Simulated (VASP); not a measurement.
Input of a VASP 6.6.1 run:

File INCAR:

```
ALGO = Normal ; EDIFF = 1E-7
EDIFFG = -0.01 ; ENCUT = 600
GGA = CA ; IBRION = 2
ISIF = 3 ; ISMEAR = -1
LASPH = True ; LCHARG = False
LREAL = False ; LWAVE = False
NELM = 100 ; NSW = 80
PREC = Accurate ; SIGMA = 0.02
```

KPOINTS

```
k-points
0
Gamma
  10 10 10
```

Contents of POSCAR:

```
SrO
1.0
    0.0000000000      2.5663000000      2.5663000000
    2.5663000000      0.0000000000      2.5663000000
    2.5663000000      2.5663000000      0.0000000000
Sr O
1 1
Direct
    0.5000000000      0.5000000000      0.5000000000
    0.0000000000      0.0000000000      0.0000000000
```

Potentials or basis: VASP PAW LDA potentials, release 64 (Sr_sv, O).

The run is started by

```bash
$ cat potpaw_LDA.64/Sr_sv/POTCAR potpaw_LDA.64/O/POTCAR > POTCAR
$ mpirun -np 1 vasp_std > vasp.out
```

(1) Predict the band gap on the k mesh.

(2) Estimate the relaxed cell.

(3) Estimate the space group after relaxing (to 0.1 Å).

(4) Estimate the relaxed volume.

Results:

(1) 3.07 eV (least direct gap 3.12 eV).

(2) a = 3.589 Å, b = 3.589 Å, c = 3.589 Å, α = 60.00°, β = 60.00°, γ = 60.00°.

(3) Fm-3m (No. 225).

(4) 16.34 Å³/atom.
